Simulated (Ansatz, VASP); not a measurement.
# Co in VASP and in Ansatz

INCAR

```
PREC = Accurate
ENCUT = 600
EDIFF = 1E-6
ISMEAR = -1
SIGMA = 0.05
LREAL = F
LASPH = T
NELM = 150
ALGO = Normal
ISIF = 3
LWAVE = F
LCHARG = F
ISPIN = 2
MAGMOM = 1.7 1.7 1.7 1.7 1.7 1.7 1.7 1.7
LORBIT = 11
LMAXMIX = 4
GGA = PS
IBRION = 2
NSW = 80
EDIFFG = -0.01
```

Contents of KPOINTS:

```
regular mesh
0
Gamma
  6 6 6
```

Contents of POSCAR:

```
Co
1.0
    4.4578576470      0.0000000000      0.0000000000
    0.0000000000      4.4578576470      0.0000000000
    0.0000000000      0.0000000000      4.4578576470
Co
8
Direct
    0.0000000000      0.0000000000      0.0000000000
    0.5000000000      0.5000000000      0.5000000000
    0.2500000000      0.0000000000      0.5000000000
    0.7500000000      0.0000000000      0.5000000000
    0.5000000000      0.2500000000      0.0000000000
    0.5000000000      0.7500000000      0.0000000000
    0.0000000000      0.5000000000      0.2500000000
    0.0000000000      0.5000000000      0.7500000000
```

Input for Ansatz:

```yaml
crystal:
  lattice:
    - [4.457857647, 0.0, 0.0]
    - [0.0, 4.457857647, 0.0]
    - [0.0, 0.0, 4.457857647]
  atoms:
    - { symbol: Co, position: [0.0, 0.0, 0.0], spin: 1.7 }
    - { symbol: Co, position: [0.5, 0.5, 0.5], spin: 1.7 }
    - { symbol: Co, position: [0.25, 0.0, 0.5], spin: 1.7 }
    - { symbol: Co, position: [0.75, 0.0, 0.5], spin: 1.7 }
    - { symbol: Co, position: [0.5, 0.25, 0.0], spin: 1.7 }
    - { symbol: Co, position: [0.5, 0.75, 0.0], spin: 1.7 }
    - { symbol: Co, position: [0.0, 0.5, 0.25], spin: 1.7 }
    - { symbol: Co, position: [0.0, 0.5, 0.75], spin: 1.7 }
hamiltonian:
  xc: pbesol
  pseudopotentials:
    kind: paw
    azcp:
      Co: "pseudopotentials/Co.paw.azcp"
basis:
  ecutwfc: 420
  fft_grid_basis: typed
kpoints:
  mp_grid: { grid: [6, 6, 6], shift: [0, 0, 0] }
magnetization:
  spin_polarized: true
scf:
  occupations: { method: fermi_dirac, width: 0.05 }
relax:
  max_steps: 60
  f_tol: 0.01
  cell: {}
output:
  write_density: true
  write_potential: true
  elf: true
  volumetric_format: npy
```

Alike in both runs: task relaxation of cell and atoms; functional PBEsol; k mesh 6 × 6 × 6; occupations fermi-dirac, width 0.05 eV; collinear spin.

|  | VASP | Ansatz |
| --- | --- | --- |
| version | VASP 6.6.1 | Ansatz 0.2.0 |
| potentials or method | VASP PAW PBE potentials, release 64 (Co), cutoff 600 eV | plane waves (420 eV) with PAW, scalar-relativistic |
| valence electrons in the cell | 72 | 136 |

|  | VASP | Ansatz | Ansatz less VASP |
| --- | --- | --- | --- |
| net moment per atom (μB) | 1.64 | 1.66 | +0.023 |
| size of the moment on the site where the two differ most (μB) | 1.59 | 1.67 | +0.078 |
| relaxed volume (Å³/atom) | 10.57 | 10.63 | +0.056 |
| relaxed length of the cell vector where the two differ most in proportion (Å) | 4.390 | 4.398 | +0.0077 |

VASP's potentials were made for PBE, not for PBEsol, and Ansatz warns of the same on its side. Site moments also hang on the region over which each program counts them. VASP's potentials hold 72 valence electrons a cell and Ansatz's 136, so a difference there can come from the potentials and not from the codes.
